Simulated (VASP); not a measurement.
A run of VASP 6.6.1 is set up as follows.

The input INCAR:

```
ALGO     = Normal         # electronic algorithm
DIPOL    = 0.5 0.5 0.353
EDIFF    = 1E-7           # SCF threshold, eV
ENCUT    = 520            # plane-wave cutoff, eV
GGA      = PE             # functional
IDIPOL   = 3            
ISIF     = 2              # what is computed and relaxed
ISMEAR   = 0              # smearing method
LASPH    = T              # aspherical terms in the spheres
LCHARG   = T              # write CHGCAR
LDIPOL   = T            
LELF     = T              # ELF
LREAL    = F              # projectors in reciprocal space
LVACPOTAV= T            
LVHAR    = T            
LWAVE    = F              # write WAVECAR
NBANDS   = 38             # bands
NELM     = 100            # most SCF steps
PREC     = Accurate       # precision mode
SIGMA    = 0.1            # smearing width, eV
```

The input KPOINTS:

```
k-points
0
Gamma
  7 7 1
```

Contents of POSCAR:

```
SiGe4
1.0
    4.0740542171      0.0000000000      0.0000000000
    0.0000000000      4.0740542171      0.0000000000
    0.0000000000      0.0000000000     19.8557569412
Ge Si
4 1
Direct
    0.0000000000      0.5000000000      0.2014529092
    0.0000000000      0.0000000000      0.2739958843
    0.5000000000      0.0000000000      0.3493666172
    0.5000000000      0.5000000000      0.4208228861
    0.6250000000      0.7500000000      0.5214591494
```

Potentials or basis: VASP PAW PBE potentials, release 64 (Ge_d, Si).

Command:

```bash
$ cat potpaw_PBE.64/Ge_d/POTCAR potpaw_PBE.64/Si/POTCAR > POTCAR
$ mpirun -np 1 vasp_std > vasp.out
```

Predict the largest force.

0.342 eV/Å.

What does it give for the band gap on the k mesh?

Zero (bands 30 and 31 overlap by 0.90 eV).

Forces on the atoms (eV/Å):
```
Ge   0.037 -0.066 -0.219
Ge  -0.032  0.101  0.237
Ge  -0.036  0.089 -0.224
Ge  -0.070 -0.234  0.239
Si   0.101  0.111 -0.032
```
